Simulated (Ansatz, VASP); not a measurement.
## Two plane-wave programs on C

```xyz
4
Lattice="1.2295 -2.1291 0.0000 1.2295 2.1291 0.0000 0.0000 0.0000 7.3778" Properties=species:S:1:pos:R:3 pbc="T T T"
C     1.1443    1.5187    5.5322
C     1.3147   -0.0992    1.8456
C     1.3147   -1.5187    1.8456
C     1.1443    0.0992    5.5322
```

Change from the starting cell: mode 1 frozen in at -0.256 Å and mode 5 at -0.085 Å (largest displacements).

Alike in both runs: task single point; functional PBEsol; k mesh 18 × 18 × 6; occupations gaussian, width 0.15 eV; no spin polarisation.

|  | VASP | Ansatz |
| --- | --- | --- |
| version | VASP 6.6.1 | Ansatz 0.2.0 |
| potentials or method | VASP PAW PBE potentials, release 64 (C), cutoff 600 eV | scalar-relativistic, plane waves, PAW |
| valence electrons in the cell | 16 | 16 |

|  | VASP | Ansatz | Ansatz less VASP |
| --- | --- | --- | --- |
| least direct gap on the mesh (eV) | 0.00 | 0.01 | 0.000 |
| pressure (GPa) | 0.3 | 0.0 | -0.29 |
| traceless stress, the component that is largest in VASP (GPa) | -0.63 | -0.05 | +0.575 |

VASP's potentials were made for PBE, not for PBEsol, and Ansatz warns of the same on its side.
